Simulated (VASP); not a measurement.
Wanted: the native input for a VASP 6.6.1 run.

- Task: G0W0 quasiparticle levels
- Functional: PBE
- Potentials or basis: VASP PAW PBE potentials, release 64 (Ga_d_GW, P_GW)
- Cutoff: 500 eV
- k mesh: 4 × 4 × 4
- Occupations: gaussian, width 0.01 eV
- Spin: no spin polarisation
- Dipole correction: no
- GW scheme: G0W0
- GW iterations: 1
- Cutoff of the response function: 100
- Frequency points: 48
- Empty bands: 30
- Further INCAR settings: ALGO = EVGW0; EDIFF = 1e-08; NBANDS = 39

The system is GaP.

```
Ga P
1.0
     0.00000    2.72540    2.72540
     2.72540    0.00000    2.72540
     2.72540    2.72540    0.00000
Ga P
1 1
Direct
  0.00000 0.00000 0.00000
  0.25000 0.25000 0.25000
```

These files were run (other wordings do the same):

POSCAR

```
GaP
1.0
    0.0000000000      2.7253992957      2.7253992957
    2.7253992957      0.0000000000      2.7253992957
    2.7253992957      2.7253992957      0.0000000000
Ga P
1 1
Direct
    0.0000000000      0.0000000000      0.0000000000
    0.2500000000      0.2500000000      0.2500000000
```

INCAR.step1

```
SYSTEM = GaP
PREC = Accurate
ENCUT = 500
EDIFF = 1E-8
ISMEAR = 0
SIGMA = 0.01
LREAL = .FALSE.
LASPH = .TRUE.
NELM = 60
ALGO = Normal
LWAVE = .TRUE.
LCHARG = .FALSE.
GGA = PE
```

INCAR.step2

```
SYSTEM = GaP
PREC = Accurate
ENCUT = 500
EDIFF = 1E-8
ISMEAR = 0
SIGMA = 0.01
LREAL = .FALSE.
LASPH = .TRUE.
NELM = 1
ALGO = Exact
LWAVE = .TRUE.
LCHARG = .FALSE.
GGA = PE
NBANDS = 39
LOPTICS = .TRUE.
ISTART = 1
```

INCAR.step3

```
SYSTEM = GaP
PREC = Accurate
ENCUT = 500
EDIFF = 1E-8
ISMEAR = 0
SIGMA = 0.01
LREAL = .FALSE.
LASPH = .TRUE.
ALGO = EVGW0
LWAVE = .FALSE.
LCHARG = .FALSE.
GGA = PE
NELMGW = 1
NBANDS = 39
ENCUTGW = 100.0
NOMEGA = 48
PRECFOCK = Fast
ISTART = 1
NBANDSGW = 17
```

KPOINTS

```
Automatic mesh
0
G
  4 4 4
  0 0 0
```

Potentials or basis: VASP PAW PBE potentials, release 64 (Ga_d_GW, P_GW).

Command:

```bash
$ cat potpaw_PBE.64/Ga_d_GW/POTCAR potpaw_PBE.64/P_GW/POTCAR > POTCAR
$ cp INCAR.step1 INCAR
$ mpirun -np 1 vasp_std > vasp.out
$ cp INCAR.step2 INCAR
$ mpirun -np 1 vasp_std > vasp.out
$ cp INCAR.step3 INCAR
$ mpirun -np 1 vasp_std > vasp.out
```

Results of the run:

The quasiparticle gap is 1.98 eV and the least direct quasiparticle gap is 2.76 eV. The band gap of the starting levels on the mesh is 1.63 eV. The least direct gap of the starting levels on the mesh is 1.81 eV.

Caveat: the k points lie up to 0.50 Å⁻¹ apart; bands, screening cutoff and mesh are small and nothing is extrapolated, so the quasiparticle values aren't converged.

It took 52 s on 1 thread of Intel(R) Xeon(R) 6975P-C (Granite Rapids) (shared host), peak memory 0.37 GiB.
